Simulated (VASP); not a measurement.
# AlAs (F-43m) in VASP: single point with PBE

Aim: the single point of AlAs with PBE.

Program: VASP 6.6.1. These are calculated values, not measurements. Logs are shortened: lines on timing, memory, paths and dates and some standing lists are left out, and cuts for length are marked.

## (1) The cell of the first run

The structure is cubic, space group F-43m (No. 216). The conventional cell has a = 5.728 Å, b = 5.728 Å, c = 5.728 Å, α = 90.00°, β = 90.00°, γ = 90.00°. Al (site symmetry -43m) has 4 As at 2.48 Å within 3.3 Å. As (site symmetry -43m) has 4 Al at 2.48 Å within 3.3 Å.

## (2) Single point, PBE

POSCAR reads:

```
AlAs
1.0
    0.0000000000      2.8638066092      2.8638066092
    2.8638066092      0.0000000000      2.8638066092
    2.8638066092      2.8638066092      0.0000000000
Al As
1 1
Direct
    0.0000000000      0.0000000000      0.0000000000
    0.2500000000      0.2500000000      0.2500000000
```

INCAR.step1 reads:

```
PREC     = Accurate       # precision mode
ENCUT    = 400            # plane-wave cutoff, eV
EDIFF    = 1E-6           # SCF threshold, eV
ISMEAR   = 0              # smearing method
SIGMA    = 0.02           # smearing width, eV
LREAL    = F              # projectors in reciprocal space
LASPH    = T              # aspherical terms in the spheres
NELM     = 120            # most SCF steps
ALGO     = Normal         # electronic algorithm
ISIF     = 2              # what is computed and relaxed
LWAVE    = F              # write WAVECAR
LCHARG   = T              # write CHGCAR
GGA      = PE             # functional
NBANDS   = 11             # bands
GGA_COMPAT= F            
NEDOS    = 2001           # points of the DOS
LORBIT   = 11             # projections on sites
```

KPOINTS.step1 reads:

```
Automatic mesh
0
Gamma
  8 8 8
```

INCAR.step2 reads:

```
PREC     = Accurate       # precision mode
ENCUT    = 400            # plane-wave cutoff, eV
EDIFF    = 1E-6           # SCF threshold, eV
ISMEAR   = -5             # smearing method
SIGMA    = 0.02           # smearing width, eV
LREAL    = F              # projectors in reciprocal space
LASPH    = T              # aspherical terms in the spheres
NELM     = 120            # most SCF steps
ALGO     = Normal         # electronic algorithm
ISIF     = 2              # what is computed and relaxed
LWAVE    = F              # write WAVECAR
LCHARG   = F              # write CHGCAR
GGA      = PE             # functional
LORBIT   = 11             # projections on sites
NEDOS    = 1001           # points of the DOS
ICHARG   = 11             # starting density
GGA_COMPAT= F
```

KPOINTS.step2 reads:

```
Automatic mesh
0
Gamma
  12 12 12
```

Potentials or basis: VASP PAW PBE potentials, release 64 (Al, As).

On the command line:

```
$ cat potpaw_PBE.64/Al/POTCAR potpaw_PBE.64/As/POTCAR > POTCAR
$ cp INCAR.step1 INCAR
$ cp KPOINTS.step1 KPOINTS
$ mpirun -np 1 vasp_std > vasp.out
$ cp INCAR.step2 INCAR
$ cp KPOINTS.step2 KPOINTS
$ mpirun -np 1 vasp_std > vasp.out
```

OUTCAR:

```text
PREC = Accurate
   ENCUT = 400
   EDIFF = 1E-6
   ISMEAR = -5
   LREAL = F
   LASPH = T
   NELM = 120
   ISIF = 2
   GGA = PE
   LORBIT = 11
   ICHARG = 11

 ion  position               nearest neighbor table
   1  0.000  0.000  0.000-   2 2.48   2 2.48   2 2.48   2 2.48
   2  0.250  0.250  0.250-   1 2.48   1 2.48   1 2.48   1 2.48

  LATTYP: Found a face centered cubic cell.
 ALAT       =     5.7276132184

  Lattice vectors:

 A1 = (   0.0000000000,   2.8638066092,   2.8638066092)
 A2 = (   2.8638066092,   0.0000000000,   2.8638066092)
 A3 = (   2.8638066092,   2.8638066092,   0.0000000000)

Analysis of symmetry for initial positions (statically):
=====================================================================
 Subroutine PRICEL returns:
 Original cell was already a primitive cell.

 Routine SETGRP: Setting up the symmetry group for a
 face centered cubic supercell.

 Subroutine GETGRP returns: Found 24 space group operations
 (whereof 24 operations were pure point group operations)
 out of a pool of 48 trial point group operations.

The static configuration has the point symmetry T_d .

Analysis of symmetry for dynamics (positions and initial velocities):
=====================================================================
 Subroutine PRICEL returns:
 Original cell was already a primitive cell.

 Routine SETGRP: Setting up the symmetry group for a
 face centered cubic supercell.

 Subroutine GETGRP returns: Found 24 space group operations
 (whereof 24 operations were pure point group operations)
 out of a pool of 48 trial point group operations.

The dynamic configuration has the point symmetry T_d .

 Subroutine INISYM returns: Found 24 space group operations
 (whereof 24 operations are pure point group operations),
 and found     1 'primitive' translations

----------------------------------------------------------------------------------------

                                     Primitive cell

  volume of cell :      46.9744

  direct lattice vectors                    reciprocal lattice vectors
     0.000000000  2.863806609  2.863806609    -0.174592795  0.174592795  0.174592795
     2.863806609  0.000000000  2.863806609     0.174592795 -0.174592795  0.174592795
     2.863806609  2.863806609  0.000000000     0.174592795  0.174592795 -0.174592795

  length of vectors
     4.050034147  4.050034147  4.050034147     0.302403591  0.302403591  0.302403591

  position of ions in fractional coordinates (direct lattice)
     0.000000000  0.000000000  0.000000000
     0.250000000  0.250000000  0.250000000

  ion indices of the primitive-cell ions
   primitive index   ion index
                 1           1
                 2           2

----------------------------------------------------------------------------------------

 KPOINTS: Automatic mesh

Automatic generation of k-mesh.
 Grid dimensions read from file:
 generate k-points for:   12   12   12

 Generating k-lattice:

  Cartesian coordinates                     Fractional coordinates (reciprocal lattice)
    -0.014549400  0.014549400  0.014549400     0.083333333  0.000000000  0.000000000
     0.014549400 -0.014549400  0.014549400     0.000000000  0.083333333  0.000000000
     0.014549400  0.014549400 -0.014549400     0.000000000  0.000000000  0.083333333

  Length of vectors
     0.025200299  0.025200299  0.025200299

  Shift w.r.t. Gamma in fractional coordinates (k-lattice)
     0.000000000  0.000000000  0.000000000

 TETIRR: Found    247 inequivalent tetrahedra from    10368

 Subroutine IBZKPT returns following result:
 ===========================================

 Found     72 irreducible k-points:

 Following reciprocal coordinates:
            Coordinates               Weight
  0.000000  0.000000  0.000000      1.000000
  0.083333  0.000000  0.000000      8.000000
  0.166667  0.000000  0.000000      8.000000
  0.250000  0.000000  0.000000      8.000000
  0.333333  0.000000  0.000000      8.000000
  0.416667  0.000000  0.000000      8.000000
[... 16 lines left out ...]
  0.500000  0.166667  0.000000     24.000000
 -0.416667  0.166667  0.000000     24.000000
 [... further k-points ...]
   k-points           NKPTS =     72   k-points in BZ     NKDIM =     72   number of bands    NBANDS=      8
   number of dos      NEDOS =   1001   number of ions     NIONS =      2
   total plane-waves  NPLWV =  21952
   dimension x,y,z NGX =    28 NGY =   28 NGZ =   28
   dimension x,y,z NGXF=    56 NGYF=   56 NGZF=   56
   ions per type =               1   1
   NGX,Y,Z   is equivalent  to a cutoff of  11.49, 11.49, 11.49 a.u.
   NGXF,Y,Z  is equivalent  to a cutoff of  22.99, 22.99, 22.99 a.u.
 SYSTEM =  unknown system
   PREC   = accura    normal or accurate (medium, high low for compatibility)
   ISTART =      0    job   : 0-new  1-cont  2-samecut
   ICHARG =     11    charge: 1-file 2-atom 10-const
   ISPIN  =      1    spin polarized calculation?
   LNONCOLLINEAR =      F non collinear calculations
   LSORBIT =      F    spin-orbit coupling
   LASPH  =      T    aspherical Exc in radial PAW
   ENCUT  =  400.0 eV  29.40 Ry    5.42 a.u.   6.60  6.60  6.60*2*pi/ulx,y,z
   NELM   =    120;   NELMIN=  2; NELMDL=  0     # of ELM steps
   EDIFF  = 0.1E-05   stopping-criterion for ELM
   LREAL  =      F    real-space projection
   EDIFFG = 0.1E-04   stopping-criterion for IOM
   NSW    =      0    number of steps for IOM
   IBRION =     -1    ionic relax: 0-MD 1-quasi-New 2-CG
   NFREE  =      0    steps in history (QN), initial steepest desc. (CG)
   ISIF   =      2    stress and relaxation
   ISYM   =      2    0-nonsym 1-usesym 2-fastsym
   POTIM  = 0.5000    time-step for ionic-motion
   TEBEG  =    0.0;   TEEND  =   0.0 temperature during run
   PSTRESS=    0.0 pullay stress
   NELECT =       8.0000    total number of electrons
   NUPDOWN=      -1.0000    fix difference up-down
   EMIN   =  10.00;   EMAX   =-10.00  energy-range for DOS
   EFERMI =   0.00;   METHOD = LEGACY
   ISMEAR =    -5;   SIGMA  =   0.02  broadening in eV -4-tet -1-fermi 0-gaus
   EFERMI_NEDOS =   21; number of points for ismear=-14 and -15
   IALGO  =     38    algorithm
   IMIX   =      4    mixing-type and parameters
     AMIX     =   0.40;   BMIX     =  1.00
     AMIX_MAG =   1.60;   BMIX_MAG =  1.00
  volume/ion in A,a.u.               =      23.49       158.50
  Fermi-wavevector in a.u.,A,eV,Ry     =   0.907440  1.714813 11.203676  0.823447
  Thomas-Fermi vector in A             =   2.031247
   LORBIT       =     11    0 simple, 1 ext, 2 COOP (PROOUT), +10 PAW based schemes
   GGA     = PE    functional components
   LHFCALC =     F    Hartree Fock is set to
   AEXX    =    0.0000 exact exchange contribution
   IVDW    =     0    specifies the selected vdW correction
   LEPSILON=     F    determine dielectric tensor
   LRPA    =     F    only Hartree local field effects (RPA)
 non-spin polarized calculation
 Fermi weights with tetrahedron method with Bloechl corrections
  energy-cutoff  :      400.00
  volume of cell :       46.97
 maximum number of plane-waves:       881

 number of electron       8.0000000 magnetization

 Free energy of the ion-electron system (eV)
  ---------------------------------------------------
  ext. energy  EPLUGINS =         0.00000000
  ---------------------------------------------------
  free energy    TOTEN  =        -9.38852912 eV

  energy without entropy =       -9.38852912  energy(sigma->0) =       -9.38852912

 E-fermi :   3.6040     XC(G=0):  -8.9051

 val. band max:        3.5959024591   @ k =   0.0000   0.0000   0.0000
 cond. band min:       5.0894555954   @ k =   0.5000   0.5000   0.0000
 fundamental gap:      1.4935531364
 Fermi energy:         3.6039904434

 k-point     1 :       0.0000    0.0000    0.0000
  band No.  band energies     occupation
      1      -8.0762      2.00000
      2       3.5959      2.00000
      3       3.5959      2.00000
      4       3.5959      2.00000
      5       5.3792      0.00000
      6       7.8221      0.00000
      7       7.8221      0.00000
      8       7.8221      0.00000

 k-point     2 :       0.0833    0.0000    0.0000
  band No.  band energies     occupation
      1      -8.0106      2.00000
      2       2.8051      2.00000
      3       3.5221      2.00000
      4       3.5221      2.00000
      5       5.9327      0.00000
      6       7.9242      0.00000
      7       7.9549      0.00000
      8       7.9549      0.00000

 k-point     3 :       0.1667    0.0000    0.0000
  band No.  band energies     occupation
      1      -7.8202      2.00000
      2       1.5191      2.00000
      3       3.3415      2.00000
      4       3.3415      2.00000
      5       6.2375      0.00000
      6       8.2463      0.00000
      7       8.2463      0.00000
      8       8.6358      0.00000

 k-point     4 :       0.2500    0.0000    0.0000
  band No.  band energies     occupation
      1      -7.5264      2.00000
      2       0.2711      2.00000
      3       3.1320      2.00000
      4       3.1320      2.00000
      5       6.0634      0.00000
      6       8.4402      0.00000
      7       8.4402      0.00000
      8       9.8434      0.00000

 k-point     5 :       0.3333    0.0000    0.0000
  band No.  band energies     occupation
      1      -7.1770      2.00000
      2      -0.7935      2.00000
      3       2.9525      2.00000
      4       2.9525      2.00000
      5       5.8284      0.00000
      6       8.4102      0.00000
      7       8.4102      0.00000
      8      10.9247      0.00000
[... 177 lines left out ...]
 k-point    22 :       0.4167    0.1667    0.0000
  band No.  band energies     occupation
      1      -6.8790      2.00000
      2      -1.0120      2.00000
      3       1.8417      2.00000
      4       2.3388      2.00000
      5       6.5281      0.00000
      6       8.3127      0.00000
      7       9.4706      0.00000
      8       9.5478      0.00000

 k-point    23 :       0.5000    0.1667    0.0000
  band No.  band energies     occupation
      1      -6.6333      2.00000
      2      -1.5367      2.00000
      3       1.5472      2.00000
      4       2.3759      2.00000
      5       6.4982      0.00000
      6       8.2853      0.00000
      7       9.3078      0.00000
      8      10.5925      0.00000

 k-point    24 :      -0.4167    0.1667    0.0000
  band No.  band energies     occupation
      1      -6.5959      2.00000
      2      -1.6075      2.00000
      3       1.3736      2.00000
      4       2.5173      2.00000
      5       6.5849      0.00000
      6       8.2863      0.00000
      7       9.1113      0.00000
      8      11.5739      0.00000

 [... further k-points ...]
[... 5 lines left out ...]
  --------------------------------------------------------------------------------------
  -------------------------------------------------------------------------------------
  Total        0.0413103      0.0413103      0.0413103      0.0000000     -0.0000000      0.0000000
  in kB        1.4089911      1.4089911      1.4089911      0.0000000     -0.0000000      0.0000000
  external PRESSURE =       1.4089911 kB  Pullay stress =       0.0000000 kB

 VOLUME and BASIS-vectors are now :
 -----------------------------------------------------------------------------
  energy-cutoff  :      400.00
  volume of cell :       46.97
      direct lattice vectors                 reciprocal lattice vectors
     0.000000000  2.863806609  2.863806609    -0.174592795  0.174592795  0.174592795
     2.863806609  0.000000000  2.863806609     0.174592795 -0.174592795  0.174592795
     2.863806609  2.863806609  0.000000000     0.174592795  0.174592795 -0.174592795

 POSITION                                       TOTAL-FORCE (eV/Angst)
 -----------------------------------------------------------------------------------
      0.00000      0.00000      0.00000        -0.000000     -0.000000     -0.000000
      1.43190      1.43190      1.43190         0.000000      0.000000      0.000000
 -----------------------------------------------------------------------------------
    total drift:                                0.000000      0.000000      0.000000

  FREE ENERGIE OF THE ION-ELECTRON SYSTEM (eV)
  ---------------------------------------------------
  free  energy   TOTEN  =        -9.3885291167 eV

  energy  without entropy=       -9.3885291167  energy(sigma->0) =       -9.38852912

 total charge

# of ion       s       p       d       tot
------------------------------------------
    1        0.404   0.357   0.000   0.761
    2        1.195   1.658   0.023   2.876
--------------------------------------------------
tot          1.598   2.015   0.023   3.636
```

It took 30 s on 1 thread of Intel Xeon Platinum 8375C at 2.90GHz (Ice Lake), shared host; peak memory 0.15 GiB.

Results:

* Valence electrons inside the program's atomic spheres: Al 0.76; As 2.88
